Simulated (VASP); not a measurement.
**SnSe: single point with PBE**

SnSe, a sheet with vacuum:

```
Sn Se
1.0
     4.03187    0.00000    0.00000
     0.00000    4.03187    0.00000
     0.00000    0.00000   23.80000
Sn Se
1 1
Direct
  0.50000 0.50000 0.29412
  0.00000 0.00000 0.29412
```

The cell was generated, and may not be a known phase.

* Program: VASP 6.6.1
* Task: single point
* Functional: PBE
* Potentials or basis: VASP PAW PBE potentials, release 64 (Sn_d, Se)
* Cutoff: 520 eV
* k mesh: 10 × 10 × 1
* Occupations: gaussian, width 0.02 eV
* Spin: no spin polarisation

```yaml
Band_gap_on_the_k_mesh: 0.06 eV (least direct gap 0.29 eV)
```

Levels at points of the mesh, in eV from the valence-band top:
```tsv
k point	band 6	band 7	band 8	band 9	band 10	band 11	band 12	band 13	band 14	band 15
(0.00, 0.00, 0.00)	-13.32	-5.15	-3.16	-2.87	-2.87	2.16	3.00	3.92	4.07	4.35
(0.50, 0.00, 0.00)	-12.68	-8.03	-1.91	-1.51	-0.01	0.83	1.00	1.80	5.22	5.35
(0.50, 0.50, 0.00)	-12.15	-6.23	-4.98	-4.98	-1.49	1.06	4.81	4.81	6.69	6.69
```

Wall time 5.5 min on 1 thread of Intel Xeon 8259CL (shared host), peak memory 0.47 GiB.

Caveat: semilocal functionals underestimate gaps, and a narrow one can read as zero; spin-orbit coupling is left out, which moves the levels of the heavy elements.
